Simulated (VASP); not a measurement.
# Ga (Cmcm) in VASP: notebook

Ga is run at these levels: LDA; tasks: electric field gradients.

All numbers are computed with VASP 6.6.1; they aren't measurements. Logs are shortened: lines on timing, memory, paths and dates and some standing lists are left out, and cuts for length are marked.

## 1. The cell of the first run

The structure is orthorhombic, space group Cmcm (No. 63). The conventional cell has a = 2.813 Å, b = 7.886 Å, c = 3.170 Å, α = 90.00°, β = 90.00°, γ = 90.00°. Ga (site symmetry m2m) has 10 Ga at 2.63 to 3.17 Å within 3.5 Å.

## 2. Electric field gradients, LDA (equal xx and yy strain of -3 %)

Contents of INCAR:

```
PREC = Accurate
ENCUT = 520
EDIFF = 1E-8
ISMEAR = -1
SIGMA = 0.08
LREAL = False
LASPH = True
NELM = 60
ALGO = Normal
ISIF = 2
LWAVE = False
LCHARG = False
GGA = CA
LEFG = True
NBANDS = 20
```

Contents of KPOINTS:

```
regular mesh
0
Gamma
  12 12 10
```

Contents of POSCAR:

```
Ga
1.0
    1.4065000000     -3.9430500000      0.0000000000
    1.4065000000      3.9430500000      0.0000000000
    0.0000000000      0.0000000000      3.1700000000
Ga
2
Direct
    0.8670000000      0.1330000000      0.2500000000
    0.1330000000      0.8670000000      0.7500000000
```

Potentials or basis: VASP PAW LDA potentials, release 64 (Ga_d).

Started as:

```bash
> cat potpaw_LDA.64/Ga_d/POTCAR > POTCAR
> mpirun -np 1 vasp_std > vasp.out
```

OUTCAR:

```text
PREC = Accurate
   ENCUT = 520
   EDIFF = 1E-8
   ISMEAR = -1
   LREAL = False
   LASPH = True
   NELM = 60
   ISIF = 2
   GGA = CA

 ion  position               nearest neighbor table
   1  0.867  0.133  0.250-   2 2.63   2 2.63   2 2.81   2 2.81   2 2.81   2 2.81
   2  0.133  0.867  0.750-   1 2.63   1 2.63   1 2.81   1 2.81   1 2.81   1 2.81

  LATTYP: Found a base centered orthorhombic cell.
 ALAT       =     2.8130000000
 B/A-ratio  =     2.8034482759
 C/A-ratio  =     1.1269107714

  Lattice vectors:

 A1 = (   1.4065000000,  -3.9430500000,   0.0000000000)
 A2 = (   1.4065000000,   3.9430500000,   0.0000000000)
 A3 = (   0.0000000000,   0.0000000000,   3.1700000000)

Analysis of symmetry for initial positions (statically):
=====================================================================
 Subroutine PRICEL returns:
 Original cell was already a primitive cell.

 Routine SETGRP: Setting up the symmetry group for a
 base centered orthorhombic supercell.

 Subroutine GETGRP returns: Found  8 space group operations
 (whereof  4 operations were pure point group operations)
 out of a pool of  8 trial point group operations.

The static configuration has the point symmetry C_2h.
 The point group associated with its full space group is D_2h.

Analysis of symmetry for dynamics (positions and initial velocities):
=====================================================================
 Subroutine PRICEL returns:
 Original cell was already a primitive cell.

 Routine SETGRP: Setting up the symmetry group for a
 base centered orthorhombic supercell.

 Subroutine GETGRP returns: Found  8 space group operations
 (whereof  4 operations were pure point group operations)
 out of a pool of  8 trial point group operations.

The dynamic configuration has the point symmetry C_2h.
 The point group associated with its full space group is D_2h.

 Subroutine INISYM returns: Found  8 space group operations
 (whereof  4 operations are pure point group operations),
 and found     1 'primitive' translations

----------------------------------------------------------------------------------------

                                     Primitive cell

  volume of cell :      35.1610

  direct lattice vectors                    reciprocal lattice vectors
     1.406500000 -3.943050000  0.000000000     0.355492357 -0.126805392  0.000000000
     1.406500000  3.943050000  0.000000000     0.355492357  0.126805392  0.000000000
     0.000000000  0.000000000  3.170000000     0.000000000  0.000000000  0.315457413

  length of vectors
     4.186392905  4.186392905  3.170000000     0.377431349  0.377431349  0.315457413

  position of ions in fractional coordinates (direct lattice)
     0.867000000  0.133000000  0.250000000
     0.133000000  0.867000000  0.750000000

  ion indices of the primitive-cell ions
   primitive index   ion index
                 1           1
                 2           2

----------------------------------------------------------------------------------------

 KPOINTS: regular mesh

Automatic generation of k-mesh.
 Grid dimensions read from file:
 generate k-points for:   12   12   10

 Generating k-lattice:

  Cartesian coordinates                     Fractional coordinates (reciprocal lattice)
     0.029624363 -0.010567116  0.000000000     0.083333333  0.000000000  0.000000000
     0.029624363  0.010567116  0.000000000     0.000000000  0.083333333  0.000000000
     0.000000000  0.000000000  0.031545741     0.000000000  0.000000000  0.100000000

  Length of vectors
     0.031452612  0.031452612  0.031545741

  Shift w.r.t. Gamma in fractional coordinates (k-lattice)
     0.000000000  0.000000000  0.000000000

 Subroutine IBZKPT returns following result:
 ===========================================

 Found    258 irreducible k-points:

 Following reciprocal coordinates:
            Coordinates               Weight
  0.000000  0.000000  0.000000      1.000000
  0.083333  0.000000  0.000000      4.000000
  0.166667  0.000000  0.000000      4.000000
  0.250000 -0.000000  0.000000      4.000000
  0.333333  0.000000  0.000000      4.000000
  0.416667  0.000000  0.000000      4.000000
[... 16 lines left out ...]
  0.500000  0.166667  0.000000      4.000000
 -0.416667  0.166667  0.000000      4.000000
 [... further k-points ...]
   k-points           NKPTS =    258   k-points in BZ     NKDIM =    258   number of bands    NBANDS=     20
   number of dos      NEDOS =    301   number of ions     NIONS =      2
   total plane-waves  NPLWV =  24576
   dimension x,y,z NGX =    32 NGY =   32 NGZ =   24
   dimension x,y,z NGXF=    64 NGYF=   64 NGZF=   48
   ions per type =               2
   NGX,Y,Z   is equivalent  to a cutoff of  12.71, 12.71, 12.59 a.u.
   NGXF,Y,Z  is equivalent  to a cutoff of  25.42, 25.42, 25.17 a.u.
 SYSTEM =  unknown system
   PREC   = accura    normal or accurate (medium, high low for compatibility)
   ISTART =      0    job   : 0-new  1-cont  2-samecut
   ICHARG =      2    charge: 1-file 2-atom 10-const
   ISPIN  =      1    spin polarized calculation?
   LNONCOLLINEAR =      F non collinear calculations
   LSORBIT =      F    spin-orbit coupling
   LASPH  =      T    aspherical Exc in radial PAW
   ENCUT  =  520.0 eV  38.22 Ry    6.18 a.u.   7.78  7.78  5.89*2*pi/ulx,y,z
   NELM   =     60;   NELMIN=  2; NELMDL= -5     # of ELM steps
   EDIFF  = 0.1E-07   stopping-criterion for ELM
   LREAL  =      F    real-space projection
   EDIFFG = 0.1E-06   stopping-criterion for IOM
   NSW    =      0    number of steps for IOM
   IBRION =     -1    ionic relax: 0-MD 1-quasi-New 2-CG
   NFREE  =      0    steps in history (QN), initial steepest desc. (CG)
   ISIF   =      2    stress and relaxation
   ISYM   =      2    0-nonsym 1-usesym 2-fastsym
   POTIM  = 0.5000    time-step for ionic-motion
   TEBEG  =    0.0;   TEEND  =   0.0 temperature during run
   PSTRESS=    0.0 pullay stress
   NELECT =      26.0000    total number of electrons
   NUPDOWN=      -1.0000    fix difference up-down
   EMIN   =  10.00;   EMAX   =-10.00  energy-range for DOS
   EFERMI =   0.00;   METHOD = LEGACY
   ISMEAR =    -1;   SIGMA  =   0.08  broadening in eV -4-tet -1-fermi 0-gaus
   EFERMI_NEDOS =   21; number of points for ismear=-14 and -15
   IALGO  =     38    algorithm
   IMIX   =      4    mixing-type and parameters
     AMIX     =   0.40;   BMIX     =  1.00
     AMIX_MAG =   1.60;   BMIX_MAG =  1.00
  volume/ion in A,a.u.               =      17.58       118.64
  Fermi-wavevector in a.u.,A,eV,Ry     =   1.480399  2.797549 29.818282  2.191582
  Thomas-Fermi vector in A             =   2.594438
   LORBIT       =      0    0 simple, 1 ext, 2 COOP (PROOUT), +10 PAW based schemes
   GGA     = CA    functional components
   LHFCALC =     F    Hartree Fock is set to
   AEXX    =    0.0000 exact exchange contribution
   IVDW    =     0    specifies the selected vdW correction
   LEPSILON=     F    determine dielectric tensor
   LRPA    =     F    only Hartree local field effects (RPA)
 non-spin polarized calculation
  energy-cutoff  :      520.00
  volume of cell :       35.16
 maximum number of plane-waves:       976
   NGX = 15   NGY = 15   NGZ = 11

 number of electron      25.9999979 magnetization

 Free energy of the ion-electron system (eV)
  ---------------------------------------------------
  ext. energy  EPLUGINS =         0.00000000
  ---------------------------------------------------
  free energy    TOTEN  =        -7.15067507 eV

  energy without entropy =       -7.13371618  energy(sigma->0) =       -7.14219563

 E-fermi :   6.0060     XC(G=0): -11.6461

 val. band max:        6.0039785509   @ k =   0.1667   0.0833   0.1000
 cond. band min:       6.0116181249   @ k =   0.3333   0.0833   0.5000
 fundamental gap:      0.0076395740
 Fermi energy:         6.0059772364

 k-point     1 :       0.0000    0.0000    0.0000
  band No.  band energies     occupation
      1      -9.4007      2.00000
      2      -9.3879      2.00000
      3      -9.3014      2.00000
      4      -9.2953      2.00000
      5      -9.0481      2.00000
      6      -9.0357      2.00000
[... 12 lines left out ...]
     19      17.3518      0.00000
     20      18.5074      0.00000

 k-point     2 :       0.0833    0.0000    0.0000
  band No.  band energies     occupation
      1      -9.3919      2.00000
      2      -9.3825      2.00000
      3      -9.2987      2.00000
      4      -9.2603      2.00000
      5      -9.0583      2.00000
      6      -9.0468      2.00000
[... 12 lines left out ...]
     19      18.0543      0.00000
     20      19.8907      0.00000

 k-point     3 :       0.1667    0.0000    0.0000
  band No.  band energies     occupation
      1      -9.3687      2.00000
      2      -9.3679      2.00000
      3      -9.2703      2.00000
      4      -9.1940      2.00000
      5      -9.0837      2.00000
      6      -9.0779      2.00000
[... 12 lines left out ...]
     19      18.3558      0.00000
     20      21.9236      0.00000

 k-point     4 :       0.2500   -0.0000    0.0000
  band No.  band energies     occupation
      1      -9.3488      2.00000
      2      -9.3384      2.00000
      3      -9.2352      2.00000
      4      -9.1728      2.00000
      5      -9.1225      2.00000
      6      -9.0575      2.00000
[... 12 lines left out ...]
     19      18.5101      0.00000
     20      21.7525      0.00000

 k-point     5 :       0.3333    0.0000    0.0000
  band No.  band energies     occupation
      1      -9.3310      2.00000
      2      -9.3142      2.00000
      3      -9.2223      2.00000
      4      -9.1973      2.00000
      5      -9.1693      2.00000
      6      -9.0411      2.00000
[... 12 lines left out ...]
     19      18.5103      0.00000
     20      19.7239      0.00000
[... 353 lines left out ...]
      6      -9.0778      2.00000
[... 12 lines left out ...]
     19      17.0868      0.00000
     20      18.3272      0.00000

 k-point    22 :       0.4167    0.1667    0.0000
  band No.  band energies     occupation
      1      -9.3176      2.00000
      2      -9.3114      2.00000
      3      -9.2384      2.00000
      4      -9.1863      2.00000
      5      -9.1494      2.00000
      6      -9.0632      2.00000
[... 12 lines left out ...]
     19      17.1748      0.00000
     20      18.1408      0.00000

 k-point    23 :       0.5000    0.1667    0.0000
  band No.  band energies     occupation
      1      -9.3056      2.00000
      2      -9.2939      2.00000
      3      -9.2359      2.00000
      4      -9.1799      2.00000
      5      -9.1742      2.00000
      6      -9.0707      2.00000
[... 12 lines left out ...]
     19      16.4556      0.00000
     20      17.5628      0.00000

 k-point    24 :      -0.4167    0.1667    0.0000
  band No.  band energies     occupation
      1      -9.3082      2.00000
      2      -9.2933      2.00000
      3      -9.2633      2.00000
      4      -9.1822      2.00000
      5      -9.1514      2.00000
      6      -9.0682      2.00000
[... 12 lines left out ...]
     19      16.7905      0.00000
     20      19.4556      0.00000

 [... further k-points ...]

------------------------ aborting loop because EDIFF is reached ----------------------------------------

  FORCE on cell =-STRESS in cart. coord.  units (eV):
  Direction    XX          YY          ZZ          XY          YZ          ZX
  --------------------------------------------------------------------------------------
  -------------------------------------------------------------------------------------
  Total       -0.6484505     -0.0062847      0.1588565      0.0000000      0.0000000      0.0000000
  in kB      -29.5478657     -0.2863760      7.2385956      0.0000000      0.0000000      0.0000000
  external PRESSURE =      -7.5318820 kB  Pullay stress =       0.0000000 kB

 VOLUME and BASIS-vectors are now :
 -----------------------------------------------------------------------------
  energy-cutoff  :      520.00
  volume of cell :       35.16
      direct lattice vectors                 reciprocal lattice vectors
     1.406500000 -3.943050000  0.000000000     0.355492357 -0.126805392  0.000000000
     1.406500000  3.943050000  0.000000000     0.355492357  0.126805392  0.000000000
     0.000000000  0.000000000  3.170000000     0.000000000  0.000000000  0.315457413

 POSITION                                       TOTAL-FORCE (eV/Angst)
 -----------------------------------------------------------------------------------
      1.40650     -2.89420      0.79250         0.000000      0.198539      0.000000
      1.40650      2.89420      2.37750         0.000000     -0.198539      0.000000
 -----------------------------------------------------------------------------------
    total drift:                                0.000000      0.000000     -0.000000

  FREE ENERGIE OF THE ION-ELECTRON SYSTEM (eV)
  ---------------------------------------------------
  free  energy   TOTEN  =        -7.1506750709 eV

  energy  without entropy=       -7.1337161806  energy(sigma->0) =       -7.14219563

 Electric field gradients (V/A^2)
---------------------------------------------------------------------
 ion       V_xx      V_yy      V_zz      V_xy      V_xz      V_yz
---------------------------------------------------------------------
   1       8.680   -28.361    19.681    -0.000     0.000    -0.000
   2       8.680   -28.361    19.681     0.000     0.000     0.000
---------------------------------------------------------------------

 Electric field gradients after diagonalization (V/A^2)
 (convention: |V_zz| > |V_xx| > |V_yy|)
----------------------------------------------------------------------
 ion       V_xx      V_yy      V_zz     asymmetry (V_yy - V_xx)/ V_zz
----------------------------------------------------------------------
   1      19.681     8.680   -28.361       0.388
   2      19.681     8.680   -28.361       0.388
----------------------------------------------------------------------

           NMR quadrupolar parameters

 Cq : quadrupolar parameter    Cq=e*Q*V_zz/h
 eta: asymmetry parameters     (V_yy - V_xx)/ V_zz
 Q  : nuclear electric quadrupole moment in mb (millibarn)
----------------------------------------------------------------------
 ion       Cq(MHz)       eta       Q (mb)
----------------------------------------------------------------------
   1      -0.069       0.388       1.000
   2      -0.069       0.388       1.000
----------------------------------------------------------------------
```

Wall time 73 s (1 thread of Intel Xeon Platinum 8488C (Sapphire Rapids), shared host); peak memory 0.25 GiB.

What came out:

* Free energy: -7.1507 eV
* Pressure: -0.8 GPa
* Largest force: 0.199 eV/Å
* Band gap on the k mesh: zero (bands 13 and 14 overlap by 9.33 eV)
* Largest electric field gradient by atom: Ga -28.4 V/Å²

Forces on the atoms (eV/Å):
```
Ga   0.000  0.199  0.000
Ga   0.000 -0.199  0.000
```

Levels at points of the mesh, in eV from the Fermi level:
```
           k point  band 10  band 11  band 12  band 13  band 14  band 15  band 16  band 17
(0.00, 0.00, 0.00)   -14.81   -11.75    -2.30    -1.36     2.34     6.29     8.51     9.47
(0.50, 0.00, 0.00)   -14.87    -6.77    -5.62    -1.77    -0.21     6.52     6.84     9.24
(0.50, 0.50, 0.00)   -14.88    -9.58    -8.91     4.75     5.54     6.31     6.97     7.15
(0.00, 0.00, 0.50)   -14.90    -7.90    -7.90     1.88     1.88     2.73     2.73    10.99
(0.50, 0.00, 0.50)   -14.86    -3.16    -3.16    -1.77    -1.77     1.91     1.91     4.46
(0.50, 0.50, 0.50)   -14.98    -5.91    -5.91    -4.57    -4.57    10.16    10.16    12.17
```

Electric field gradients, principal values (V/Å²):
| atom | least | middle | greatest (by size) |
| --- | --- | --- | --- |
| 1 Ga | 8.680 | 19.681 | -28.361 |
| 2 Ga | 8.680 | 19.681 | -28.361 |

Caveat: the cell differs from its parent crystal (equal xx and yy strain of -3 %); without QUAD_EFG the Cq values of the log hold for a quadrupole moment of 1 mb, not for the nuclei.

(Part 1 of 2 ends here.)
